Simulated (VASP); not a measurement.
# Ta (P-1) in VASP: relaxation of cell and atoms with PBE

Aim: the relaxation of cell and atoms of Ta with PBE.

Everything below comes from runs of VASP 6.6.1. Logs are shortened: lines on timing, memory, paths and dates and some standing lists are left out, and cuts for length are marked.

### 1 The cell of the first run

The typed cell holds 2 atoms: a = 2.900 Å, b = 2.900 Å, c = 5.166 Å, α = 90.00°, β = 90.00°, γ = 120.00°.

### 2 Relaxation of cell and atoms, PBE, target pressure 10 GPa, at which the enthalpy is minimised

The input, INCAR:

```
PREC = Accurate ; ENCUT = 600
EDIFF = 1E-7 ; ISMEAR = -1
SIGMA = 0.05 ; LREAL = False
LASPH = True ; NELM = 60
ALGO = Fast ; ISIF = 3
LWAVE = False ; LCHARG = False
GGA = PE ; IBRION = 2
NSW = 60 ; EDIFFG = -0.01
PSTRESS = 100.0
```

The input, KPOINTS:

```
Automatic mesh
0
Gamma
  11 11 5
```

The input, POSCAR:

```
Ta
1.0
    2.9003720700      0.0000000000      0.0000000000
   -1.4501860400      2.5117959000      0.0000000000
    0.0000000000      0.0000000000      5.1662740000
Ta
2
Direct
    0.5850063500      0.2944316600      0.7321313500
    0.4149936500      0.7055683400      0.2678686500
```

Potentials or basis: VASP PAW PBE potentials, release 64 (Ta_pv).

On the command line:

```console
$ cat potpaw_PBE.64/Ta_pv/POTCAR > POTCAR
$ mpirun -np 1 vasp_std > vasp.out
```

OUTCAR:

```text
PREC = Accurate
   ENCUT = 600
   EDIFF = 1E-7
   ISMEAR = -1
   LREAL = False
   LASPH = True
   NELM = 60
   ISIF = 3
   GGA = PE
   IBRION = 2
   NSW = 60
   EDIFFG = -0.01
   PSTRESS = 100.0

 ion  position               nearest neighbor table
   1  0.585  0.294  0.732-   2 2.83   2 2.84   2 3.15   2 3.16   2 3.18   2 3.47
   2  0.415  0.706  0.268-   1 2.83   1 2.84   1 3.15   1 3.16   1 3.18   1 3.47

  LATTYP: Found a hexagonal cell.
 ALAT       =     2.9003720700
 C/A-ratio  =     1.7812452593

  Lattice vectors:

 A1 = (   2.9003720700,   0.0000000000,   0.0000000000)
 A2 = (  -1.4501860400,   2.5117959000,   0.0000000000)
 A3 = (   0.0000000000,   0.0000000000,   5.1662740000)

Analysis of symmetry for initial positions (statically):
=====================================================================
 Subroutine PRICEL returns:
 Original cell was already a primitive cell.

 Routine SETGRP: Setting up the symmetry group for a
 hexagonal supercell.

 Subroutine GETGRP returns: Found  2 space group operations
 (whereof  2 operations were pure point group operations)
 out of a pool of 24 trial point group operations.

The static configuration has the point symmetry S_2 .

Analysis of symmetry for dynamics (positions and initial velocities):
=====================================================================
 Subroutine PRICEL returns:
 Original cell was already a primitive cell.

 Routine SETGRP: Setting up the symmetry group for a
 hexagonal supercell.

 Subroutine GETGRP returns: Found  2 space group operations
 (whereof  2 operations were pure point group operations)
 out of a pool of 24 trial point group operations.

The dynamic configuration has the point symmetry S_2 .

 Subroutine INISYM returns: Found  2 space group operations
 (whereof  2 operations are pure point group operations),
 and found     1 'primitive' translations

----------------------------------------------------------------------------------------

                                     Primitive cell

  volume of cell :      37.6370

  direct lattice vectors                    reciprocal lattice vectors
     2.900372070  0.000000000  0.000000000     0.344783351  0.199060760  0.000000000
    -1.450186040  2.511795900  0.000000000     0.000000000  0.398121519  0.000000000
     0.000000000  0.000000000  5.166274000     0.000000000  0.000000000  0.193563098

  length of vectors
     2.900372070  2.900372079  5.166274000     0.398121521  0.398121519  0.193563098

  position of ions in fractional coordinates (direct lattice)
     0.585006350  0.294431660  0.732131350
     0.414993650  0.705568340  0.267868650

  ion indices of the primitive-cell ions
   primitive index   ion index
                 1           1
                 2           2

----------------------------------------------------------------------------------------

 KPOINTS: Automatic mesh

Automatic generation of k-mesh.
 Grid dimensions read from file:
 generate k-points for:   11   11    5

 Generating k-lattice:

  Cartesian coordinates                     Fractional coordinates (reciprocal lattice)
     0.031343941  0.018096433  0.000000000     0.090909091  0.000000000  0.000000000
     0.000000000  0.036192865  0.000000000     0.000000000  0.090909091  0.000000000
     0.000000000  0.000000000  0.038712620     0.000000000  0.000000000  0.200000000

  Length of vectors
     0.036192866  0.036192865  0.038712620

  Shift w.r.t. Gamma in fractional coordinates (k-lattice)
     0.000000000  0.000000000  0.000000000

 Subroutine IBZKPT returns following result:
 ===========================================

 Found    303 irreducible k-points:

 Following reciprocal coordinates:
            Coordinates               Weight
  0.000000  0.000000  0.000000      1.000000
  0.090909  0.000000  0.000000      2.000000
  0.000000  0.090909  0.000000      2.000000
 -0.090909  0.090909  0.000000      2.000000
  0.181818 -0.000000  0.000000      2.000000
  0.000000  0.181818  0.000000      2.000000
[... 16 lines left out ...]
 -0.181818  0.272727  0.000000      2.000000
  0.090909  0.181818  0.000000      2.000000
 [... further k-points ...]
   k-points           NKPTS =    303   k-points in BZ     NKDIM =    303   number of bands    NBANDS=     15
   number of dos      NEDOS =    301   number of ions     NIONS =      2
   total plane-waves  NPLWV =  24192
   dimension x,y,z NGX =    24 NGY =   24 NGZ =   42
   dimension x,y,z NGXF=    48 NGYF=   48 NGZF=   84
   ions per type =               2
   NGX,Y,Z   is equivalent  to a cutoff of  13.76, 13.76, 13.52 a.u.
   NGXF,Y,Z  is equivalent  to a cutoff of  27.51, 27.51, 27.03 a.u.
 SYSTEM =  unknown system
   PREC   = accura    normal or accurate (medium, high low for compatibility)
   ISTART =      0    job   : 0-new  1-cont  2-samecut
   ICHARG =      2    charge: 1-file 2-atom 10-const
   ISPIN  =      1    spin polarized calculation?
   LNONCOLLINEAR =      F non collinear calculations
   LSORBIT =      F    spin-orbit coupling
   LASPH  =      T    aspherical Exc in radial PAW
   ENCUT  =  600.0 eV  44.10 Ry    6.64 a.u.   5.79  5.79 10.32*2*pi/ulx,y,z
   NELM   =     60;   NELMIN=  2; NELMDL= -5     # of ELM steps
   EDIFF  = 0.1E-06   stopping-criterion for ELM
   LREAL  =      F    real-space projection
   EDIFFG = -.1E-01   stopping-criterion for IOM
   NSW    =     60    number of steps for IOM
   IBRION =      2    ionic relax: 0-MD 1-quasi-New 2-CG
   NFREE  =      1    steps in history (QN), initial steepest desc. (CG)
   ISIF   =      3    stress and relaxation
   ISYM   =      2    0-nonsym 1-usesym 2-fastsym
   POTIM  = 0.5000    time-step for ionic-motion
   TEBEG  =    0.0;   TEEND  =   0.0 temperature during run
   PSTRESS=  100.0 pullay stress
   NELECT =      22.0000    total number of electrons
   NUPDOWN=      -1.0000    fix difference up-down
   EMIN   =  10.00;   EMAX   =-10.00  energy-range for DOS
   EFERMI =   0.00;   METHOD = LEGACY
   ISMEAR =    -1;   SIGMA  =   0.05  broadening in eV -4-tet -1-fermi 0-gaus
   EFERMI_NEDOS =   21; number of points for ismear=-14 and -15
   IALGO  =     68    algorithm
   IMIX   =      4    mixing-type and parameters
     AMIX     =   0.40;   BMIX     =  1.00
     AMIX_MAG =   1.60;   BMIX_MAG =  1.00
  volume/ion in A,a.u.               =      18.82       126.99
  Fermi-wavevector in a.u.,A,eV,Ry     =   1.368812  2.586680 25.492516  1.873647
  Thomas-Fermi vector in A             =   2.494743
   LORBIT       =      0    0 simple, 1 ext, 2 COOP (PROOUT), +10 PAW based schemes
   GGA     = PE    functional components
   LHFCALC =     F    Hartree Fock is set to
   AEXX    =    0.0000 exact exchange contribution
   IVDW    =     0    specifies the selected vdW correction
   LEPSILON=     F    determine dielectric tensor
   LRPA    =     F    only Hartree local field effects (RPA)
 conjugate gradient relaxation of ions
 non-spin polarized calculation
 RMM-DIIS sequential band-by-band and
  energy-cutoff  :      600.00
  volume of cell :       37.64
 maximum number of plane-waves:      1275
   NGX = 11   NGY = 11   NGZ = 21

--------------------------------------- Ionic step        1  -------------------------------------------

 number of electron      21.9999999 magnetization

 Free energy of the ion-electron system (eV)
  ---------------------------------------------------
  ext. energy  EPLUGINS =         0.00000000
  ---------------------------------------------------
  free energy    TOTEN  =       -23.04668127 eV

  energy without entropy =      -23.02596976  energy(sigma->0) =      -23.03632552

------------------------ aborting loop because EDIFF is reached ----------------------------------------

  FORCE on cell =-STRESS in cart. coord.  units (eV):
  Direction    XX          YY          ZZ          XY          YZ          ZX
  --------------------------------------------------------------------------------------
  -------------------------------------------------------------------------------------
  Total        0.0024205      1.5887240     -0.3366730     -1.4594078     -0.3538438     -0.5712629
  in kB        0.1030369     67.6306466    -14.3318853    -62.1257629    -15.0628327    -24.3181804
  external PRESSURE =     -82.1994006 kB  Pullay stress =     100.0000000 kB
[... 93 lines left out ...]
  FREE ENERGIE OF THE ION-ELECTRON SYSTEM (eV)
  ---------------------------------------------------
  free  energy   TOTEN  =       -23.1218532513 eV

  energy  without entropy=      -23.1025587064  energy(sigma->0) =      -23.11220598

  enthalpy is  TOTEN    =       -20.9977476048 eV   P V=        2.1241056465

[... ionic steps 4 to 16 ...]

--------------------------------------- Ionic step       17  -------------------------------------------

 number of electron      22.0000004 magnetization

------------------------ aborting loop because EDIFF is reached ----------------------------------------

  FORCE on cell =-STRESS in cart. coord.  units (eV):
  Direction    XX          YY          ZZ          XY          YZ          ZX
  --------------------------------------------------------------------------------------
  -------------------------------------------------------------------------------------
  Total        2.1888943      2.1758567      2.1806594     -0.0209816      0.0001756      0.0011063
  in kB      100.5260120     99.9272547    100.1478194     -0.9635879      0.0080651      0.0508066
  external PRESSURE =       0.2003620 kB  Pullay stress =     100.0000000 kB
[... 61 lines left out ...]
  enthalpy is  TOTEN    =       -21.4056251714 eV   P V=        2.1774663689

--------------------------------------- Ionic step       19  -------------------------------------------

 number of electron      22.0000004 magnetization

 Free energy of the ion-electron system (eV)
  ---------------------------------------------------
  ext. energy  EPLUGINS =         0.00000000
  ---------------------------------------------------
  free energy    TOTEN  =       -23.58392985 eV

  energy without entropy =      -23.56446967  energy(sigma->0) =      -23.57419976

 E-fermi :   5.7488     XC(G=0): -12.7802

 val. band max:        5.7481373090   @ k =  -0.3636  -0.0909   0.4000
 cond. band min:       5.7529841978   @ k =   0.1818  -0.0000   0.2000
 fundamental gap:      0.0048468888
 Fermi energy:         5.7488474228

 k-point     1 :       0.0000    0.0000    0.0000
  band No.  band energies     occupation
      1     -28.4990      2.00000
      2     -27.6125      2.00000
      3     -27.2033      2.00000
      4     -27.1976      2.00000
      5     -27.1928      2.00000
      6     -27.1925      2.00000
      7      -2.2909      2.00000
      8       1.2280      2.00000
      9       4.0983      2.00000
     10       6.4718      0.00000
     11       6.4795      0.00000
     12       6.4956      0.00000
     13       7.4912      0.00000
     14       9.7937      0.00000
     15       9.8524      0.00000
[... 397 lines left out ...]
 k-point    24 :       0.0909    0.1818    0.0000
  band No.  band energies     occupation
      1     -28.2919      2.00000
      2     -27.9331      2.00000
      3     -27.7751      2.00000
      4     -27.3918      2.00000
      5     -27.2798      2.00000
      6     -27.2742      2.00000
      7      -0.2564      2.00000
      8       2.9771      2.00000
      9       4.5686      2.00000
     10       4.8192      2.00000
     11       5.3209      1.99962
     12       5.3363      1.99948
     13       9.1250      0.00000
     14       9.1707      0.00000
     15       9.6365      0.00000

 [... further k-points ...]

------------------------ aborting loop because EDIFF is reached ----------------------------------------

  FORCE on cell =-STRESS in cart. coord.  units (eV):
  Direction    XX          YY          ZZ          XY          YZ          ZX
  --------------------------------------------------------------------------------------
  -------------------------------------------------------------------------------------
  Total        2.1612496      2.1717040      2.1644142     -0.0109420     -0.0023837     -0.0031235
  in kB       99.2188824     99.6988253     99.3641643     -0.5023265     -0.1094312     -0.1433921
  external PRESSURE =      -0.5727093 kB  Pullay stress =     100.0000000 kB
[... 17 lines left out ...]
  FREE ENERGIE OF THE ION-ELECTRON SYSTEM (eV)
  ---------------------------------------------------
  free  energy   TOTEN  =       -23.5839298503 eV

  energy  without entropy=      -23.5644696676  energy(sigma->0) =      -23.57419976

  enthalpy is  TOTEN    =       -21.4056654477 eV   P V=        2.1782644026

 reached required accuracy - stopping structural energy minimisation
```

Run time: 44 min. Hardware: 1 thread of Oxide Virtual Turin-like, shared host; peak memory 0.3 GiB.

What came out:

```
Free energy                                            : -23.5839 eV
Relaxed volume                                         : 17.45 Å³/atom
Relaxed cell                                           : a = 2.830 Å, b = 3.271 Å, c = 4.619 Å, α = 90.00°, β = 89.99°, γ = 125.31°
Space group after relaxing (to 0.05 Å)                 : Im-3m (No. 229)
Energy change on relaxing (the enthalpy is what falls) : -268.6 meV/atom
Ionic steps                                            : 19
Pressure after relaxing                                : 9.9 GPa
Largest force after relaxing                           : 0.005 eV/Å
Band gap on the k mesh                                 : zero (band 11 reaches 7.25 eV, above the bottom of band 12 at 4.76 eV)
```

Forces on the atoms (eV/Å):
```
Ta  -0.004 -0.003 -0.002
Ta   0.004  0.003  0.002
```

Stress tensor (GPa, compression positive):
```
 9.92 -0.05 -0.01
-0.05  9.97 -0.01
-0.01 -0.01  9.94
```

The path:
```tsv
step	energy change (eV)	largest force (eV/Å)	pressure (GPa)	volume (Å³)
1	0.0000	1.8998	1.78	37.64
2	0.0848	0.7743	32.35	32.54
3	-0.0752	1.0763	20.79	34.03
4	-0.3350	1.0950	11.02	35.07
5	-0.3488	1.3026	9.86	35.29
6	-0.4749	0.8374	6.98	35.57
7	-0.5259	0.5497	5.27	35.75
8	-0.4185	0.3537	18.08	33.81
9	-0.4829	0.4462	12.36	34.60
10	-0.5139	0.2171	11.38	34.70
11	-0.5218	0.1956	11.01	34.75
12	-0.5517	0.0985	8.04	35.19
13	-0.5452	0.1211	8.79	35.08
14	-0.5359	0.0543	10.02	34.89
15	-0.5358	0.0542	10.04	34.88
16	-0.5361	0.0407	10.02	34.88
17	-0.5364	0.0195	10.02	34.89
18	-0.5364	0.0149	10.02	34.89
19	-0.5372	0.0051	9.94	34.90
```

Final structure:
```xyz
2
Lattice="2.8181 -0.2624 0.0014 -1.6350 2.8335 0.0007 -0.0017 -0.0020 4.6188" Properties=species:S:1:pos:R:3 pbc="T T T"
Ta    0.9997    0.5761    3.4651
Ta    0.1817    1.9930    1.1558
```

Levels at points of the mesh, in eV from the Fermi level:
| k point | band 7 | band 8 | band 9 | band 10 | band 11 | band 12 | band 13 | band 14 | band 15 |
| --- | --- | --- | --- | --- | --- | --- | --- | --- | --- |
| (0.00, 0.00, 0.00) | -8.04 | -4.52 | -1.65 | 0.72 | 0.73 | 0.75 | 1.74 | 4.04 | 4.10 |

Caveat: the cell is relaxed towards a set pressure, so the enthalpy falls and the energy may rise; spin-orbit coupling is left out, which moves the levels of the heavy elements.
